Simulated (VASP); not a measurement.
# Dy3C (Im-3m) in VASP: further runs

Dy3C is run at these levels: PBE; tasks: single point, relaxation of cell and atoms.

Everything below comes from runs of VASP 6.6.1. Logs are shortened: lines on timing, memory, paths and dates and some standing lists are left out, and cuts for length are marked.

## Step 1: The cell of the first run

Symmetry: Im-3m, No. 229, cubic system. Conventional cell: a = 5.721 Å, b = 5.721 Å, c = 5.721 Å, α = 90.00°, β = 90.00°, γ = 90.00°. Dy (site symmetry 4/mmm) has 4 Dy at 2.86 Å and 2 C at 2.86 Å within 3.8 Å. Within 3.8 Å of C (site symmetry m-3m) lie 6 Dy at 2.86 Å.

The cell was built from a structure type or drawn by symmetry, and may not be a known phase.

## Step 2: Single point, PBE

The input, INCAR:

```
PREC = Accurate
ENCUT = 600
EDIFF = 1E-6
ISMEAR = 0
SIGMA = 0.2
LREAL = False
LASPH = True
NELM = 200
ALGO = Normal
ISIF = 2
LWAVE = False
LCHARG = True
GGA = PE
LELF = True
LVHAR = True
NBANDS = 24
GGA_COMPAT = False
LMAXMIX = 6
```

The input, KPOINTS:

```
Automatic mesh
0
Gamma
  5 5 5
```

The input, POSCAR:

```
Dy3C
1.0
   -2.8606125665      2.8606125665      2.8606125665
    2.8606125665     -2.8606125665      2.8606125665
    2.8606125665      2.8606125665     -2.8606125665
Dy C
3 1
Direct
    0.0000000000      0.5000000000      0.5000000000
    0.5000000000      0.0000000000      0.5000000000
    0.5000000000      0.5000000000      0.0000000000
    0.0000000000      0.0000000000      0.0000000000
```

Potentials or basis: VASP PAW PBE potentials, release 64 (Dy_3, C), 4f in core.

The run is started by

```
cat potpaw_PBE.64/Dy_3/POTCAR potpaw_PBE.64/C/POTCAR > POTCAR
mpirun -np 1 vasp_std > vasp.out
```

OUTCAR:

```text
PREC = Accurate
   ENCUT = 600
   EDIFF = 1E-6
   ISMEAR = 0
   LREAL = False
   LASPH = True
   NELM = 200
   ISIF = 2
   GGA = PE

 ion  position               nearest neighbor table
   1  0.000  0.500  0.500-   2 2.86   3 2.86   4 2.86   4 2.86   3 2.86   2 2.86
   2  0.500  0.000  0.500-   1 2.86   3 2.86   4 2.86   3 2.86   4 2.86   1 2.86
   3  0.500  0.500  0.000-   1 2.86   2 2.86   4 2.86   2 2.86   1 2.86   4 2.86
   4  0.000  0.000  0.000-   1 2.86   2 2.86   3 2.86   1 2.86   2 2.86   3 2.86

  LATTYP: Found a body centered cubic cell.
 ALAT       =     5.7212251330

  Lattice vectors:

 A1 = (  -2.8606125665,   2.8606125665,   2.8606125665)
 A2 = (   2.8606125665,  -2.8606125665,   2.8606125665)
 A3 = (   2.8606125665,   2.8606125665,  -2.8606125665)

Analysis of symmetry for initial positions (statically):
=====================================================================
 Subroutine PRICEL returns:
 Original cell was already a primitive cell.

 Routine SETGRP: Setting up the symmetry group for a
 body centered cubic supercell.

 Subroutine GETGRP returns: Found 48 space group operations
 (whereof 48 operations were pure point group operations)
 out of a pool of 48 trial point group operations.

The static configuration has the point symmetry O_h .

Analysis of symmetry for dynamics (positions and initial velocities):
=====================================================================
 Subroutine PRICEL returns:
 Original cell was already a primitive cell.

 Routine SETGRP: Setting up the symmetry group for a
 body centered cubic supercell.

 Subroutine GETGRP returns: Found 48 space group operations
 (whereof 48 operations were pure point group operations)
 out of a pool of 48 trial point group operations.

The dynamic configuration has the point symmetry O_h .

 Subroutine INISYM returns: Found 48 space group operations
 (whereof 48 operations are pure point group operations),
 and found     1 'primitive' translations

----------------------------------------------------------------------------------------

                                     Primitive cell

  volume of cell :      93.6348

  direct lattice vectors                    reciprocal lattice vectors
    -2.860612566  2.860612566  2.860612566     0.000000000  0.174787738  0.174787738
     2.860612566 -2.860612566  2.860612566     0.174787738  0.000000000  0.174787738
     2.860612566  2.860612566 -2.860612566     0.174787738  0.174787738  0.000000000

  length of vectors
     4.954726306  4.954726306  4.954726306     0.247187190  0.247187190  0.247187190

  position of ions in fractional coordinates (direct lattice)
     0.000000000  0.500000000  0.500000000
     0.500000000  0.000000000  0.500000000
     0.500000000  0.500000000  0.000000000
     0.000000000  0.000000000  0.000000000

  ion indices of the primitive-cell ions
   primitive index   ion index
                 1           1
                 2           2
                 3           3
                 4           4

----------------------------------------------------------------------------------------

 KPOINTS: Automatic mesh

Automatic generation of k-mesh.
 Grid dimensions read from file:
 generate k-points for:    5    5    5

 Generating k-lattice:

  Cartesian coordinates                     Fractional coordinates (reciprocal lattice)
     0.000000000  0.034957548  0.034957548     0.200000000  0.000000000  0.000000000
     0.034957548  0.000000000  0.034957548     0.000000000  0.200000000  0.000000000
     0.034957548  0.034957548  0.000000000     0.000000000  0.000000000  0.200000000

  Length of vectors
     0.049437438  0.049437438  0.049437438

  Shift w.r.t. Gamma in fractional coordinates (k-lattice)
     0.000000000  0.000000000  0.000000000

 Subroutine IBZKPT returns following result:
 ===========================================

 Found     10 irreducible k-points:

 Following reciprocal coordinates:
            Coordinates               Weight
  0.000000  0.000000  0.000000      1.000000
  0.200000  0.000000  0.000000     12.000000
  0.400000  0.000000  0.000000     12.000000
  0.200000  0.200000  0.000000     24.000000
  0.400000  0.200000  0.000000     24.000000
  0.200000  0.200000  0.200000      8.000000
 -0.200000  0.200000  0.200000      6.000000
 -0.400000  0.400000  0.200000     24.000000
 -0.400000 -0.400000  0.200000      8.000000
 -0.400000  0.400000  0.400000      6.000000
   k-points           NKPTS =     10   k-points in BZ     NKDIM =     10   number of bands    NBANDS=     24
   number of dos      NEDOS =    301   number of ions     NIONS =      4
   total plane-waves  NPLWV =  64000
   dimension x,y,z NGX =    40 NGY =   40 NGZ =   40
   dimension x,y,z NGXF=    80 NGYF=   80 NGZF=   80
   ions per type =               3   1
   NGX,Y,Z   is equivalent  to a cutoff of  13.42, 13.42, 13.42 a.u.
   NGXF,Y,Z  is equivalent  to a cutoff of  26.84, 26.84, 26.84 a.u.
 SYSTEM =  unknown system
   PREC   = accura    normal or accurate (medium, high low for compatibility)
   ISTART =      0    job   : 0-new  1-cont  2-samecut
   ICHARG =      2    charge: 1-file 2-atom 10-const
   ISPIN  =      1    spin polarized calculation?
   LNONCOLLINEAR =      F non collinear calculations
   LSORBIT =      F    spin-orbit coupling
   LASPH  =      T    aspherical Exc in radial PAW
   ENCUT  =  600.0 eV  44.10 Ry    6.64 a.u.   9.90  9.90  9.90*2*pi/ulx,y,z
   NELM   =    200;   NELMIN=  2; NELMDL= -5     # of ELM steps
   EDIFF  = 0.1E-05   stopping-criterion for ELM
   LREAL  =      F    real-space projection
   EDIFFG = 0.1E-04   stopping-criterion for IOM
   NSW    =      0    number of steps for IOM
   IBRION =     -1    ionic relax: 0-MD 1-quasi-New 2-CG
   NFREE  =      0    steps in history (QN), initial steepest desc. (CG)
   ISIF   =      2    stress and relaxation
   ISYM   =      2    0-nonsym 1-usesym 2-fastsym
   POTIM  = 0.5000    time-step for ionic-motion
   TEBEG  =    0.0;   TEEND  =   0.0 temperature during run
   PSTRESS=    0.0 pullay stress
   NELECT =      31.0000    total number of electrons
   NUPDOWN=      -1.0000    fix difference up-down
   EMIN   =  10.00;   EMAX   =-10.00  energy-range for DOS
   EFERMI =   0.00;   METHOD = LEGACY
   ISMEAR =     0;   SIGMA  =   0.20  broadening in eV -4-tet -1-fermi 0-gaus
   EFERMI_NEDOS =   21; number of points for ismear=-14 and -15
   IALGO  =     38    algorithm
   IMIX   =      4    mixing-type and parameters
     AMIX     =   0.40;   BMIX     =  1.00
     AMIX_MAG =   1.60;   BMIX_MAG =  1.00
  volume/ion in A,a.u.               =      23.41       157.97
  Fermi-wavevector in a.u.,A,eV,Ry     =   1.132530  2.140171 17.451160  1.282624
  Thomas-Fermi vector in A             =   2.269231
   LORBIT       =      0    0 simple, 1 ext, 2 COOP (PROOUT), +10 PAW based schemes
   GGA     = PE    functional components
   LHFCALC =     F    Hartree Fock is set to
   AEXX    =    0.0000 exact exchange contribution
   IVDW    =     0    specifies the selected vdW correction
   LEPSILON=     F    determine dielectric tensor
   LRPA    =     F    only Hartree local field effects (RPA)
 non-spin polarized calculation
 Gauss-broadening in eV      SIGMA  =   0.20
  energy-cutoff  :      600.00
  volume of cell :       93.63
 maximum number of plane-waves:      3139
   NGX = 19   NGY = 19   NGZ = 19

 number of electron      31.0000004 magnetization

 Free energy of the ion-electron system (eV)
  ---------------------------------------------------
  ext. energy  EPLUGINS =         0.00000000
  ---------------------------------------------------
  free energy    TOTEN  =       -17.72237096 eV

  energy without entropy =      -17.63841202  energy(sigma->0) =      -17.68039149

 E-fermi :   3.4713     XC(G=0): -10.3284

 val. band max:        3.4626921656   @ k =   0.2000   0.2000   0.2000
 cond. band min:       3.5033566566   @ k =   0.2000   0.0000   0.0000
 fundamental gap:      0.0406644910
 Fermi energy:         3.4712781053

 k-point     1 :       0.0000    0.0000    0.0000
  band No.  band energies     occupation
      1     -20.6734      2.00000
      2     -20.6734      2.00000
      3     -20.6734      2.00000
      4     -19.3183      2.00000
      5     -19.3183      2.00000
      6     -19.3183      2.00000
[... 16 lines left out ...]
     23       8.7802      0.00000
     24       8.7802      0.00000

 k-point     2 :       0.2000    0.0000    0.0000
  band No.  band energies     occupation
      1     -20.6785      2.00000
      2     -20.5046      2.00000
      3     -20.4911      2.00000
      4     -19.3552      2.00000
      5     -19.3121      2.00000
      6     -19.3089      2.00000
[... 16 lines left out ...]
     23       8.1772      0.00000
     24       8.2749      0.00000

 k-point     3 :       0.4000    0.0000    0.0000
  band No.  band energies     occupation
      1     -20.6868      2.00000
      2     -20.0449      2.00000
      3     -20.0031      2.00000
      4     -19.4970      2.00000
      5     -19.4236      2.00000
      6     -19.3018      2.00000
[... 16 lines left out ...]
     23       6.7277      0.00000
     24       7.3594      0.00000
[... 136 lines left out ...]
 k-point     9 :      -0.4000   -0.4000    0.2000
  band No.  band energies     occupation
      1     -20.5576      2.00000
      2     -20.5407      2.00000
      3     -20.5407      2.00000
      4     -19.3129      2.00000
      5     -19.2454      2.00000
      6     -19.2454      2.00000
[... 16 lines left out ...]
     23       7.2456      0.00000
     24       8.5370      0.00000

 k-point    10 :      -0.4000    0.4000    0.4000
  band No.  band energies     occupation
      1     -20.7322      2.00000
      2     -20.7322      2.00000
      3     -20.5652      2.00000
      4     -19.2616      2.00000
      5     -19.2616      2.00000
      6     -19.2512      2.00000
[... 16 lines left out ...]
     23       7.8337      0.00000
     24       7.9163      0.00000

------------------------ aborting loop because EDIFF is reached ----------------------------------------

  FORCE on cell =-STRESS in cart. coord.  units (eV):
  Direction    XX          YY          ZZ          XY          YZ          ZX
  --------------------------------------------------------------------------------------
  -------------------------------------------------------------------------------------
  Total        0.3034404      0.3034404      0.3034404      0.0000000      0.0000000     -0.0000000
  in kB        5.1921456      5.1921456      5.1921456      0.0000000      0.0000000     -0.0000000
  external PRESSURE =       5.1921456 kB  Pullay stress =       0.0000000 kB

 VOLUME and BASIS-vectors are now :
 -----------------------------------------------------------------------------
  energy-cutoff  :      600.00
  volume of cell :       93.63
      direct lattice vectors                 reciprocal lattice vectors
    -2.860612566  2.860612566  2.860612566     0.000000000  0.174787738  0.174787738
     2.860612566 -2.860612566  2.860612566     0.174787738  0.000000000  0.174787738
     2.860612566  2.860612566 -2.860612566     0.174787738  0.174787738  0.000000000

 POSITION                                       TOTAL-FORCE (eV/Angst)
 -----------------------------------------------------------------------------------
      2.86061      0.00000      0.00000         0.000000     -0.000000      0.000000
      0.00000      2.86061      0.00000         0.000000     -0.000000     -0.000000
      0.00000      0.00000      2.86061        -0.000000      0.000000     -0.000000
      0.00000      0.00000      0.00000        -0.000000      0.000000      0.000000
 -----------------------------------------------------------------------------------
    total drift:                               -0.000000     -0.000000      0.000000

  FREE ENERGIE OF THE ION-ELECTRON SYSTEM (eV)
  ---------------------------------------------------
  free  energy   TOTEN  =       -17.7223709611 eV

  energy  without entropy=      -17.6384120154  energy(sigma->0) =      -17.68039149
```

Wall time 20 s (1 thread of AMD EPYC 9R45 (Zen 5), shared host); peak memory 0.21 GiB.

What came out:

| Quantity | Value |
| --- | --- |
| Free energy | -17.7224 eV |
| Pressure | 0.5 GPa |
| Band gap on the k mesh | zero (an odd number of electrons rules out a gap without spin polarisation) |

Levels at points of the mesh, in eV from the Fermi level:
| k point | band 13 | band 14 | band 15 | band 16 | band 17 | band 18 | band 19 | band 20 |
| --- | --- | --- | --- | --- | --- | --- | --- | --- |
| (0.00, 0.00, 0.00) | -2.08 | -2.08 | -0.74 | -0.74 | -0.38 | -0.38 | -0.38 | 4.27 |

Caveat: spin-orbit coupling is left out, which moves the levels of the heavy elements; the 4f electrons are frozen in the core, so they carry no moment and show no levels. Spin polarisation is off, so any magnetic state and its effect on volume and gap are missing.

## Step 3: Relaxation of cell and atoms, PBE

This run uses another cell than the first one, of 21.95 Å³/atom.

The input, INCAR:

```
SYSTEM = Dy3C
PREC = Accurate ; ENCUT = 600
EDIFF = 1E-7 ; ISMEAR = 0
SIGMA = 0.2 ; LREAL = .False.
LASPH = .True. ; NELM = 200
ALGO = Normal ; ISIF = 3
LWAVE = .False. ; LCHARG = .False.
GGA = PE ; IBRION = 2
NSW = 36 ; EDIFFG = -0.08
GGA_COMPAT = .False. ; NELMIN = 4
LMAXMIX = 6
```

The input, KPOINTS:

```
regular mesh
0
Gamma
  5 5 5
  0 0 0
```

The input, POSCAR:

```
Dy3C
1.0
   -2.7999454200      2.7999454200      2.7999454200
    2.7999454200     -2.7999454200      2.7999454200
    2.7999454200      2.7999454200     -2.7999454200
Dy C
3 1
Direct
    0.0000000000      0.5000000000      0.5000000000
    0.5000000000      0.0000000000      0.5000000000
    0.5000000000      0.5000000000      0.0000000000
    0.0000000000      0.0000000000      0.0000000000
```

Potentials or basis: VASP PAW PBE potentials, release 64 (Dy_3, C), 4f in core.

The run is started by

```
cat potpaw_PBE.64/Dy_3/POTCAR potpaw_PBE.64/C/POTCAR > POTCAR
mpirun -np 1 vasp_std > vasp.out
```

It took 29 s on 1 thread of AMD EPYC 9R45 (Zen 5), shared host; peak memory 0.21 GiB.

The run converged. Its results:

```yaml
Free_energy: -17.7216 eV
Relaxed_volume: 23.91 Å³/atom
Relaxed_cell: a = 4.990 Å, b = 4.990 Å, c = 4.990 Å, α = 109.47°, β = 109.47°, γ = 109.47°
Space_group_after_relaxing_to_0.1_Å: Im-3m (No. 229)
Energy_gained_by_relaxing: 21.3 meV/atom
Ionic_steps: 2
Pressure_after_relaxing: -0.5 GPa
```

Step by step:
```csv
step,energy change (eV),largest force (eV/Å),pressure (GPa),volume (Å³)
1,0.0000,0.0000,4.38,87.80
2,-0.0852,0.0000,-0.52,95.65
```

Final structure:
```yaml
crystal:
  lattice:
    - [-2.88094, 2.88094, 2.88094]
    - [2.88094, -2.88094, 2.88094]
    - [2.88094, 2.88094, -2.88094]
  atoms:
    - { symbol: Dy, position: [0.00000, 0.50000, 0.50000] }
    - { symbol: Dy, position: [0.50000, 0.00000, 0.50000] }
    - { symbol: Dy, position: [0.50000, 0.50000, 0.00000] }
    - { symbol: C, position: [0.00000, 0.00000, 0.00000] }
```

Levels at points of the mesh, in eV from the Fermi level:
| k point | band 12 | band 13 | band 14 | band 15 | band 16 | band 17 | band 18 | band 19 |
| --- | --- | --- | --- | --- | --- | --- | --- | --- |
| (0.00, 0.00, 0.00) | -1.99 | -1.99 | -1.99 | -0.72 | -0.72 | -0.37 | -0.37 | -0.37 |

Caveat: the highest band is partly filled, so the run has too few bands; spin-orbit coupling is left out, which moves the levels of the heavy elements; the 4f electrons are frozen in the core, so they carry no moment and show no levels. Spin polarisation is off, so any magnetic state and its effect on volume and gap are missing.
